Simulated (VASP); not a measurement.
Set up this calculation in VASP 6.6.1, as the native input.

* Task: single point
* Functional: PBE
* Potentials or basis: VASP PAW PBE potentials, release 64 (Al)
* Cutoff: 520 eV
* k mesh: 16 × 16 × 1
* Occupations: fermi-dirac, width 0.08 eV
* Spin: no spin polarisation
* Dipole correction: yes
* Further INCAR settings: ALGO = Normal; EDIFF = 1e-06; NBANDS = 16

The structure of Al lies in POSCAR:

```
Al
1.0
    2.8574853682      0.0000000000      0.0000000000
   -1.4287426841      2.4746549198      0.0000000000
    0.0000000000      0.0000000000     22.4361000000
Al
5
Direct
    0.8333333333      0.1666666667      0.2897110444
    0.1666666667      0.8333333333      0.3953996945
    0.5000000000      0.5000000000      0.5000000005
    0.8333333333      0.1666666667      0.6046003086
    0.1666666667      0.8333333333      0.7102889556
```

These files were run (other wordings do the same):

INCAR

```
SYSTEM = Al
PREC     = Accurate       ! precision mode
ENCUT    = 520            ! plane-wave cutoff, eV
EDIFF    = 1E-6           ! SCF threshold, eV
ISMEAR   = -1             ! smearing method
SIGMA    = 0.08           ! smearing width, eV
LREAL    = .FALSE.        ! projectors in reciprocal space
LASPH    = .TRUE.         ! aspherical terms in the spheres
NELM     = 80             ! most SCF steps
ALGO     = Normal         ! electronic algorithm
ISIF     = 2              ! what is computed and relaxed
LWAVE    = .FALSE.        ! write WAVECAR
LCHARG   = .FALSE.        ! write CHGCAR
LDIPOL   = .TRUE.       
IDIPOL   = 3            
DIPOL    = 0.5 0.5 0.500
GGA      = PE             ! functional
NBANDS   = 16             ! bands
```

KPOINTS

```
regular mesh
0
G
  16 16 1
  0 0 0
```

Potentials or basis: VASP PAW PBE potentials, release 64 (Al).

Command:

```sh
$ cat potpaw_PBE.64/Al/POTCAR > POTCAR
$ mpirun -np 1 vasp_std > vasp.out
```

Results of the run:

```
Band gap on the k mesh : zero (an odd number of electrons rules out a gap without spin polarisation)
```

Run time: 2.8 min on 1 thread of AMD EPYC 7R13, on a shared host, peak memory 0.3 GiB.
